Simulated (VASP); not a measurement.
**Al2Cu: single point with PBE**

The system is Al2Cu.

```
Al Cu
1.0
    -2.96565    2.96565    2.31920
     2.96565   -2.96565    2.31920
     2.96565    2.96565   -2.31920
Al Cu
4 2
Direct
  0.15872 0.65872 0.81744
  0.65872 0.84128 0.50000
  0.84128 0.34128 0.18256
  0.34128 0.15872 0.50000
  0.75000 0.75000 0.00000
  0.25000 0.25000 0.00000
```

```
Program             : VASP 6.6.1
Task                : single point
Functional          : PBE
Potentials or basis : VASP PAW PBE potentials, release 64 (Al, Cu)
Cutoff              : 520 eV
k mesh              : 10 × 10 × 10
Occupations         : gaussian, width 0.15 eV
Spin                : no spin polarisation
```

The pressure is 11.5 GPa, the largest force is 0.176 eV/Å and the band gap on the k mesh is zero (band 17 reaches 11.90 eV, above the bottom of band 18 at 6.97 eV).

Forces in eV/Å, atoms in the order of the input:
```
Al  -0.125 -0.125  0.000
Al   0.125 -0.125  0.000
Al   0.125  0.125  0.000
Al  -0.125  0.125  0.000
Cu   0.000  0.000  0.000
Cu   0.000  0.000  0.000
```

Stress tensor (GPa, compression positive):
```
 9.70  0.00  0.00
 0.00  9.70  0.00
 0.00  0.00 15.24
```

Levels at points of the mesh, in eV from the Fermi level:
```csv
k point,band 14,band 15,band 16,band 17,band 18,band 19,band 20,band 21
"(0.00, 0.00, 0.00)",-2.33,-1.38,-1.34,-1.34,-1.02,-0.09,0.01,1.80
"(0.50, 0.00, 0.00)",-3.39,-2.83,-2.83,0.08,0.08,4.05,4.05,4.31
"(0.50, 0.50, 0.00)",-2.83,-1.86,-1.63,-0.77,-0.57,0.62,1.13,4.61
"(0.50, 0.50, 0.50)",-3.44,-3.44,-1.85,2.79,2.96,2.96,3.37,4.59
```

Wall time 3.6 min on 1 thread of Intel Xeon 6975P-C, with other jobs on the host, peak memory 0.33 GiB.
